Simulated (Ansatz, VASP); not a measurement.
**WSe2: VASP beside Ansatz**

```
W Se
1.0
     3.27905    0.00000    0.00000
    -1.63952    2.83974    0.00000
     0.00000    0.00000   12.79003
W Se
2 4
Direct
  0.66667 0.33333 0.75000
  0.33333 0.66667 0.25000
  0.33333 0.66667 0.88169
  0.66667 0.33333 0.38169
  0.33333 0.66667 0.61831
  0.66667 0.33333 0.11831
```

Alike in both runs: functional PBE; dispersion D3(BJ); k mesh 9 × 9 × 2; occupations gaussian, width 0.02 eV; no spin polarisation.

Ansatz relaxed the structure, and its values are those at the end. VASP's run is a single point on that final structure, the one shown.

|  | VASP | Ansatz |
| --- | --- | --- |
| version | VASP 6.6.1 | Ansatz 0.2.0 |
| potentials or method | VASP PAW PBE potentials, release 64 (W_sv, Se), cutoff 520 eV | scalar-relativistic, plane waves, PAW |
| valence electrons in the cell | 52 | 92 |

|  | VASP | Ansatz | Ansatz less VASP |
| --- | --- | --- | --- |
| gap on the k mesh at the Fermi level (eV) | 0.99 | 1.00 | +0.005 |
| least direct gap on the mesh (eV) | 1.56 | 1.57 | +0.003 |
| pressure (GPa) | 0.3 | 0.0 | -0.33 |
| rms of the force components (eV/Å) | 0.023 | 0.000 | -0.0228 |

VASP's potentials hold 52 valence electrons a cell and Ansatz's 92, so a difference there can come from the potentials and not from the codes.

Spin-orbit coupling is off throughout.
